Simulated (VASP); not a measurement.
# Na (Im-3m) in VASP: notebook

Runs on Na. Level: PBE. Tasks: single point, relaxation of cell and atoms.

All numbers are computed with VASP 6.6.1; they aren't measurements. Logs are shortened: lines on timing, memory, paths and dates and some standing lists are left out, and cuts for length are marked.

### Step 1. The cell of the first run

It takes space group Im-3m (No. 229, cubic). Conventional cell: a = 4.007 Å, b = 4.007 Å, c = 4.007 Å, α = 90.00°, β = 90.00°, γ = 90.00°. Na (site symmetry m-3m) has 14 Na at 3.47 to 4.01 Å within 4.6 Å.

### Step 2. Single point, PBE

The input, INCAR:

```
ALGO     = Normal         # electronic algorithm
EDIFF    = 1E-6           # SCF threshold, eV
ENCUT    = 520            # plane-wave cutoff, eV
GGA      = PE             # functional
ISIF     = 2              # what is computed and relaxed
ISMEAR   = -1             # smearing method
LASPH    = True           # aspherical terms in the spheres
LCHARG   = False          # write CHGCAR
LREAL    = False          # projectors in reciprocal space
LWAVE    = False          # write WAVECAR
NBANDS   = 10             # bands
NELM     = 100            # most SCF steps
PREC     = Accurate       # precision mode
SIGMA    = 0.08           # smearing width, eV
```

The input, KPOINTS:

```
k-points
0
Gamma
  14 14 14
```

The input, POSCAR:

```
Na
1.0
   -2.0036004400      2.0036004400      2.0036004400
    2.0036004400     -2.0036004400      2.0036004400
    2.0036004400      2.0036004400     -2.0036004400
Na
1
Direct
    0.0000000000      0.0000000000      0.0000000000
```

Potentials or basis: VASP PAW PBE potentials, release 64 (Na_pv).

Run with:

```bash
$ cat potpaw_PBE.64/Na_pv/POTCAR > POTCAR
$ mpirun -np 1 vasp_std > vasp.out
```

OUTCAR:

```text
EDIFF = 1E-6
   ENCUT = 520
   GGA = PE
   ISIF = 2
   ISMEAR = -1
   LASPH = True
   LREAL = False
   NELM = 100
   PREC = Accurate

 ion  position               nearest neighbor table
   1  0.000  0.000  0.000-

  LATTYP: Found a body centered cubic cell.
 ALAT       =     4.0072008800

  Lattice vectors:

 A1 = (  -2.0036004400,   2.0036004400,   2.0036004400)
 A2 = (   2.0036004400,  -2.0036004400,   2.0036004400)
 A3 = (   2.0036004400,   2.0036004400,  -2.0036004400)

Analysis of symmetry for initial positions (statically):
=====================================================================
 Subroutine PRICEL returns:
 Original cell was already a primitive cell.

 Routine SETGRP: Setting up the symmetry group for a
 body centered cubic supercell.

 Subroutine GETGRP returns: Found 48 space group operations
 (whereof 48 operations were pure point group operations)
 out of a pool of 48 trial point group operations.

The static configuration has the point symmetry O_h .

Analysis of symmetry for dynamics (positions and initial velocities):
=====================================================================
 Subroutine PRICEL returns:
 Original cell was already a primitive cell.

 Routine SETGRP: Setting up the symmetry group for a
 body centered cubic supercell.

 Subroutine GETGRP returns: Found 48 space group operations
 (whereof 48 operations were pure point group operations)
 out of a pool of 48 trial point group operations.

The dynamic configuration has the point symmetry O_h .

 Subroutine INISYM returns: Found 48 space group operations
 (whereof 48 operations are pure point group operations),
 and found     1 'primitive' translations

----------------------------------------------------------------------------------------

                                     Primitive cell

  volume of cell :      32.1731

  direct lattice vectors                    reciprocal lattice vectors
    -2.003600440  2.003600440  2.003600440     0.000000000  0.249550754  0.249550754
     2.003600440 -2.003600440  2.003600440     0.249550754  0.000000000  0.249550754
     2.003600440  2.003600440 -2.003600440     0.249550754  0.249550754  0.000000000

  length of vectors
     3.470337760  3.470337760  3.470337760     0.352918060  0.352918060  0.352918060

  position of ions in fractional coordinates (direct lattice)
     0.000000000  0.000000000  0.000000000

  ion indices of the primitive-cell ions
   primitive index   ion index
                 1           1

----------------------------------------------------------------------------------------

 KPOINTS: k-points

Automatic generation of k-mesh.
 Grid dimensions read from file:
 generate k-points for:   14   14   14

 Generating k-lattice:

  Cartesian coordinates                     Fractional coordinates (reciprocal lattice)
     0.000000000  0.017825054  0.017825054     0.071428571  0.000000000  0.000000000
     0.017825054  0.000000000  0.017825054     0.000000000  0.071428571  0.000000000
     0.017825054  0.017825054  0.000000000     0.000000000  0.000000000  0.071428571

  Length of vectors
     0.025208433  0.025208433  0.025208433

  Shift w.r.t. Gamma in fractional coordinates (k-lattice)
     0.000000000  0.000000000  0.000000000

 Subroutine IBZKPT returns following result:
 ===========================================

 Found    104 irreducible k-points:

 Following reciprocal coordinates:
            Coordinates               Weight
  0.000000  0.000000  0.000000      1.000000
  0.071429  0.000000  0.000000     12.000000
  0.142857  0.000000  0.000000     12.000000
  0.214286  0.000000  0.000000     12.000000
  0.285714  0.000000  0.000000     12.000000
  0.357143  0.000000  0.000000     12.000000
[... 16 lines left out ...]
  0.285714  0.285714  0.000000     24.000000
  0.357143  0.285714  0.000000     24.000000
 [... further k-points ...]
   k-points           NKPTS =    104   k-points in BZ     NKDIM =    104   number of bands    NBANDS=     10
   number of dos      NEDOS =    301   number of ions     NIONS =      1
   total plane-waves  NPLWV =  21952
   dimension x,y,z NGX =    28 NGY =   28 NGZ =   28
   dimension x,y,z NGXF=    56 NGYF=   56 NGZF=   56
   ions per type =               1
   NGX,Y,Z   is equivalent  to a cutoff of  13.41, 13.41, 13.41 a.u.
   NGXF,Y,Z  is equivalent  to a cutoff of  26.83, 26.83, 26.83 a.u.
 SYSTEM =  unknown system
   PREC   = accura    normal or accurate (medium, high low for compatibility)
   ISTART =      0    job   : 0-new  1-cont  2-samecut
   ICHARG =      2    charge: 1-file 2-atom 10-const
   ISPIN  =      1    spin polarized calculation?
   LNONCOLLINEAR =      F non collinear calculations
   LSORBIT =      F    spin-orbit coupling
   LASPH  =      T    aspherical Exc in radial PAW
   ENCUT  =  520.0 eV  38.22 Ry    6.18 a.u.   6.45  6.45  6.45*2*pi/ulx,y,z
   NELM   =    100;   NELMIN=  2; NELMDL= -5     # of ELM steps
   EDIFF  = 0.1E-05   stopping-criterion for ELM
   LREAL  =      F    real-space projection
   EDIFFG = 0.1E-04   stopping-criterion for IOM
   NSW    =      0    number of steps for IOM
   IBRION =     -1    ionic relax: 0-MD 1-quasi-New 2-CG
   NFREE  =      0    steps in history (QN), initial steepest desc. (CG)
   ISIF   =      2    stress and relaxation
   ISYM   =      2    0-nonsym 1-usesym 2-fastsym
   POTIM  = 0.5000    time-step for ionic-motion
   TEBEG  =    0.0;   TEEND  =   0.0 temperature during run
   PSTRESS=    0.0 pullay stress
   NELECT =       7.0000    total number of electrons
   NUPDOWN=      -1.0000    fix difference up-down
   EMIN   =  10.00;   EMAX   =-10.00  energy-range for DOS
   EFERMI =   0.00;   METHOD = LEGACY
   ISMEAR =    -1;   SIGMA  =   0.08  broadening in eV -4-tet -1-fermi 0-gaus
   EFERMI_NEDOS =   21; number of points for ismear=-14 and -15
   IALGO  =     38    algorithm
   IMIX   =      4    mixing-type and parameters
     AMIX     =   0.40;   BMIX     =  1.00
     AMIX_MAG =   1.60;   BMIX_MAG =  1.00
  volume/ion in A,a.u.               =      32.17       217.12
  Fermi-wavevector in a.u.,A,eV,Ry     =   0.984638  1.860695 13.190999  0.969511
  Thomas-Fermi vector in A             =   2.115885
   LORBIT       =      0    0 simple, 1 ext, 2 COOP (PROOUT), +10 PAW based schemes
   GGA     = PE    functional components
   LHFCALC =     F    Hartree Fock is set to
   AEXX    =    0.0000 exact exchange contribution
   IVDW    =     0    specifies the selected vdW correction
   LEPSILON=     F    determine dielectric tensor
   LRPA    =     F    only Hartree local field effects (RPA)
 non-spin polarized calculation
  energy-cutoff  :      520.00
  volume of cell :       32.17
 maximum number of plane-waves:       903
 NGX is ok and might be reduce to    28
   NGX = 13   NGY = 13   NGZ = 13

 number of electron       7.0000008 magnetization

 Free energy of the ion-electron system (eV)
  ---------------------------------------------------
  ext. energy  EPLUGINS =         0.00000000
  ---------------------------------------------------
  free energy    TOTEN  =        -1.29707651 eV

  energy without entropy =       -1.28755190  energy(sigma->0) =       -1.29231420

 E-fermi :   0.7569     XC(G=0):  -6.8838

 val. band max:        0.7178295663   @ k =  -0.3571   0.4286   0.1429
 cond. band min:       0.8048674135   @ k =   0.3571   0.0714   0.0714
 fundamental gap:      0.0870378472
 Fermi energy:         0.7569209846

 k-point     1 :       0.0000    0.0000    0.0000
  band No.  band energies     occupation
      1     -24.0356      2.00000
      2     -24.0356      2.00000
      3     -24.0356      2.00000
      4      -2.8196      2.00000
      5      13.4532      0.00000
      6      13.4532      0.00000
      7      13.4532      0.00000
      8      14.5393      0.00000
      9      14.5393      0.00000
     10      15.1615      0.00000

 k-point     2 :       0.0714    0.0000    0.0000
  band No.  band energies     occupation
      1     -24.0386      2.00000
      2     -24.0366      2.00000
      3     -24.0357      2.00000
      4      -2.7201      2.00000
      5      12.1930      0.00000
      6      12.8168      0.00000
      7      13.1511      0.00000
      8      13.7944      0.00000
      9      13.9926      0.00000
     10      15.6657      0.00000

 k-point     3 :       0.1429    0.0000    0.0000
  band No.  band energies     occupation
      1     -24.0468      2.00000
      2     -24.0393      2.00000
      3     -24.0357      2.00000
      4      -2.4230      2.00000
      5      10.1741      0.00000
      6      11.8827      0.00000
      7      12.5729      0.00000
      8      12.9198      0.00000
      9      13.7649      0.00000
     10      15.9217      0.00000

 k-point     4 :       0.2143    0.0000    0.0000
  band No.  band energies     occupation
      1     -24.0586      2.00000
      2     -24.0431      2.00000
      3     -24.0357      2.00000
      4      -1.9324      2.00000
      5       8.2297      0.00000
      6      11.0656      0.00000
      7      12.0122      0.00000
      8      12.1884      0.00000
      9      13.3898      0.00000
     10      16.2130      0.00000

 k-point     5 :       0.2857    0.0000    0.0000
  band No.  band energies     occupation
      1     -24.0717      2.00000
      2     -24.0474      2.00000
      3     -24.0357      2.00000
      4      -1.2545      2.00000
      5       6.4190      0.00000
      6      10.4178      0.00000
      7      11.5535      0.00000
      8      11.6181      0.00000
      9      12.9457      0.00000
     10      16.7770      0.00000

 k-point     6 :       0.3571    0.0000    0.0000
  band No.  band energies     occupation
      1     -24.0833      2.00000
      2     -24.0513      2.00000
      3     -24.0357      2.00000
      4      -0.3978      2.00000
      5       4.7557      0.00000
      6       9.9513      0.00000
      7      11.2114      0.00000
      8      11.2201      0.00000
      9      12.5588      0.00000
     10      17.3889      0.00000
[... 183 lines left out ...]
 k-point    21 :       0.2857    0.2143    0.0000
  band No.  band energies     occupation
      1     -24.0841      2.00000
      2     -24.0594      2.00000
      3     -24.0413      2.00000
      4       0.7164      1.24769
      5       4.4714      0.00000
      6       6.0445      0.00000
      7       9.9725      0.00000
      8      13.2607      0.00000
      9      14.9000      0.00000
     10      17.0510      0.00000

 k-point    22 :       0.3571    0.2143    0.0000
  band No.  band energies     occupation
      1     -24.0857      2.00000
      2     -24.0633      2.00000
      3     -24.0417      2.00000
      4       1.7718      0.00001
      5       3.1580      0.00000
      6       5.8073      0.00000
      7       9.7975      0.00000
      8      13.1859      0.00000
      9      15.6100      0.00000
     10      16.5604      0.00000

 k-point    23 :       0.2857    0.2857    0.0000
  band No.  band energies     occupation
      1     -24.0824      2.00000
      2     -24.0666      2.00000
      3     -24.0424      2.00000
      4       1.7000      0.00002
      5       3.8982      0.00000
      6       4.8950      0.00000
      7       9.7042      0.00000
      8      13.8778      0.00000
      9      14.8539      0.00000
     10      17.0124      0.00000

 k-point    24 :       0.3571    0.2857    0.0000
  band No.  band energies     occupation
      1     -24.0801      2.00000
      2     -24.0710      2.00000
      3     -24.0428      2.00000
      4       2.5985      0.00000
      5       3.0832      0.00000
      6       4.5637      0.00000
      7       9.6145      0.00000
      8      14.0842      0.00000
      9      15.0446      0.00000
     10      16.5106      0.00000

 [... further k-points ...]
[... 5 lines left out ...]
  --------------------------------------------------------------------------------------
  -------------------------------------------------------------------------------------
  Total        0.2733226      0.2733226      0.2733226     -0.0000000      0.0000000      0.0000000
  in kB       13.6110865     13.6110865     13.6110865     -0.0000000      0.0000000      0.0000000
  external PRESSURE =      13.6110865 kB  Pullay stress =       0.0000000 kB

 VOLUME and BASIS-vectors are now :
 -----------------------------------------------------------------------------
  energy-cutoff  :      520.00
  volume of cell :       32.17
      direct lattice vectors                 reciprocal lattice vectors
    -2.003600440  2.003600440  2.003600440     0.000000000  0.249550754  0.249550754
     2.003600440 -2.003600440  2.003600440     0.249550754  0.000000000  0.249550754
     2.003600440  2.003600440 -2.003600440     0.249550754  0.249550754  0.000000000

 POSITION                                       TOTAL-FORCE (eV/Angst)
 -----------------------------------------------------------------------------------
      0.00000      0.00000      0.00000        -0.000000      0.000000     -0.000000
 -----------------------------------------------------------------------------------
    total drift:                               -0.000000     -0.000000     -0.000000

  FREE ENERGIE OF THE ION-ELECTRON SYSTEM (eV)
  ---------------------------------------------------
  free  energy   TOTEN  =        -1.2970765058 eV

  energy  without entropy=       -1.2875518996  energy(sigma->0) =       -1.29231420
```

Wall time 8.3 s (1 thread of Intel Xeon 6975P-C (Granite Rapids), shared host); peak memory 0.16 GiB.

What came out:

```
Free energy : -1.2971 eV
Pressure    : 1.4 GPa
```

### Step 3. Relaxation of cell and atoms, PBE, target pressure 1.4 GPa, at which the enthalpy is minimised

The input, INCAR:

```
PREC = Accurate
ENCUT = 600
EDIFF = 1E-7
ISMEAR = -1
SIGMA = 0.08
LREAL = False
LASPH = True
NELM = 100
ALGO = Normal
ISIF = 3
LWAVE = False
LCHARG = False
GGA = PE
IBRION = 2
NSW = 32
EDIFFG = -0.005
PSTRESS = 14.0
```

The input, KPOINTS:

```
Automatic mesh
0
Gamma
  14 14 14
```

POSCAR is that of step 2.

Potentials or basis: VASP PAW PBE potentials, release 64 (Na_pv).

Run with:

```bash
$ cat potpaw_PBE.64/Na_pv/POTCAR > POTCAR
$ mpirun -np 1 vasp_std > vasp.out
```

Run time: 11 s. Hardware: 1 thread of Intel Xeon 6975P-C (Granite Rapids), shared host; peak memory 0.15 GiB.

It converged, with:

```
Free energy                                            : -1.2968 eV
Relaxed volume                                         : 32.14 Å³/atom
Relaxed cell                                           : a = 3.469 Å, b = 3.469 Å, c = 3.469 Å, α = 109.47°, β = 109.47°, γ = 109.47°
Space group after relaxing (to 0.05 Å)                 : Im-3m (No. 229)
Energy change on relaxing (the enthalpy is what falls) : +0.3 meV/atom
Ionic steps                                            : 2
Pressure after relaxing                                : 1.4 GPa
```

The path:
```csv
step,energy change (eV),largest force (eV/Å),pressure (GPa),volume (Å³)
1,0.0000,0.0000,1.37,32.17
2,0.0003,0.0000,1.42,32.14
```

Final structure:
```
Na
1.0
    -2.00294    2.00294    2.00294
     2.00294   -2.00294    2.00294
     2.00294    2.00294   -2.00294
Na
1
Cartesian
  -2.0029 2.0029 2.0029
```

Levels at points of the mesh, in eV from the Fermi level:
| k point | band 1 | band 2 | band 3 | band 4 | band 5 | band 6 | band 7 |
| --- | --- | --- | --- | --- | --- | --- | --- |
| (0.00, 0.00, 0.00) | -24.79 | -24.79 | -24.79 | -3.58 | 12.70 | 12.70 | 12.70 |
| (0.50, 0.00, 0.00) | -24.85 | -24.81 | -24.79 | 0.81 | 1.39 | 8.82 | 10.14 |
| (0.50, 0.50, 0.50) | -24.83 | -24.83 | -24.83 | 4.76 | 4.76 | 5.43 | 5.43 |

Caveat: the cell is relaxed towards a set pressure, so the enthalpy falls and the energy may rise.

### Step 4. Relaxation of cell and atoms, PBE, target pressure 1.4 GPa, at which the enthalpy is minimised

This run uses another cell than the first one, of 32.31 Å³/atom, 1.004 times its volume.

The input, INCAR:

```
SYSTEM = Na
ALGO     = Normal         ! electronic algorithm
EDIFF    = 1E-6           ! SCF threshold, eV
EDIFFG   = -0.005         ! ionic threshold
ENCUT    = 600            ! plane-wave cutoff, eV
GGA      = PE             ! functional
IBRION   = 2              ! ionic algorithm
ISIF     = 3              ! what is computed and relaxed
ISMEAR   = -1             ! smearing method
LASPH    = .TRUE.         ! aspherical terms in the spheres
LCHARG   = .FALSE.        ! write CHGCAR
LREAL    = .FALSE.        ! projectors in reciprocal space
LWAVE    = .FALSE.        ! write WAVECAR
NELM     = 100            ! most SCF steps
NSW      = 60             ! ionic steps
PREC     = Accurate       ! precision mode
PSTRESS  = 14.0         
SIGMA    = 0.08           ! smearing width, eV
```

The input, KPOINTS:

```
k-points
0
G
  14 14 14
  0 0 0
```

The input, POSCAR:

```
Na
1.0
   -2.0064382522      2.0064382522      2.0064382522
    2.0064382522     -2.0064382522      2.0064382522
    2.0064382522      2.0064382522     -2.0064382522
Na
1
Direct
    0.0000000000      0.0000000000      0.0000000000
```

Run with:

```bash
$ cat potpaw_PBE.64/Na_pv/POTCAR > POTCAR
$ mpirun -np 1 vasp_std > vasp.out
```

It took 10 s on 1 thread of Intel Xeon 6975P-C (Granite Rapids), shared host; peak memory 0.15 GiB.

The run converged. Its results:

```
Free energy                                            : -1.2975 eV
Relaxed volume                                         : 32.23 Å³/atom
Relaxed cell                                           : a = 3.472 Å, b = 3.472 Å, c = 3.472 Å, α = 109.47°, β = 109.47°, γ = 109.47°
Space group after relaxing (to 0.05 Å)                 : Im-3m (No. 229)
Energy change on relaxing (the enthalpy is what falls) : +0.7 meV/atom
Ionic steps                                            : 2
Pressure after relaxing                                : 1.4 GPa
```

The path:
```
step  energy change (eV)  largest force (eV/Å)  pressure (GPa)  volume (Å³)
   1              0.0000                0.0000            1.31        32.31
   2              0.0007                0.0000            1.40        32.23
```

Final structure:
```cif
data_structure
_symmetry_space_group_name_H-M 'P 1'
_symmetry_Int_Tables_number 1
_cell_length_a 3.4723
_cell_length_b 3.4723
_cell_length_c 3.4723
_cell_angle_alpha 109.471
_cell_angle_beta 109.471
_cell_angle_gamma 109.471
_cell_volume 32.23
loop_
_atom_site_label
_atom_site_type_symbol
_atom_site_fract_x
_atom_site_fract_y
_atom_site_fract_z
_atom_site_occupancy
Na1 Na 0.00000 0.00000 0.00000 1
```

Levels at points of the mesh, in eV from the Fermi level:
```tsv
k point	band 1	band 2	band 3	band 4	band 5	band 6	band 7
(0.00, 0.00, 0.00)	-24.79	-24.79	-24.79	-3.57	12.68	12.68	12.68
(0.50, 0.00, 0.00)	-24.85	-24.81	-24.79	0.81	1.39	8.81	10.12
(0.50, 0.50, 0.50)	-24.84	-24.84	-24.84	4.76	4.76	5.42	5.42
```

Caveat: the cell is relaxed towards a set pressure, so the enthalpy falls and the energy may rise.

### Step 5. Overview

| task | cell | cutoff (eV) | gap on the mesh (eV) | pressure (GPa) |
| --- | --- | --- | --- | --- |
| single point | a = 3.470 Å, angles 109.5°, 1 atom | 520 | none | 1.4 |
| relaxation of cell and atoms | relaxed to 1.4 GPa from a = 3.470 Å, angles 109.5°, 1 atom | 600 | none | 1.4 |
| relaxation of cell and atoms | relaxed to 1.4 GPa from a = 3.475 Å, angles 109.5°, 1 atom | 600 | none | 1.4 |

Alike in all rows: level PBE; potentials or basis VASP PAW PBE potentials, release 64 (Na_pv); no spin polarisation; k mesh 14 × 14 × 14; smearing fermi-dirac 0.08 eV.

Caveats: the cell is relaxed towards a set pressure, so the enthalpy falls and the energy may rise (some runs).

Total energies depend on the potentials used, so only differences within one code and one set of settings carry meaning.
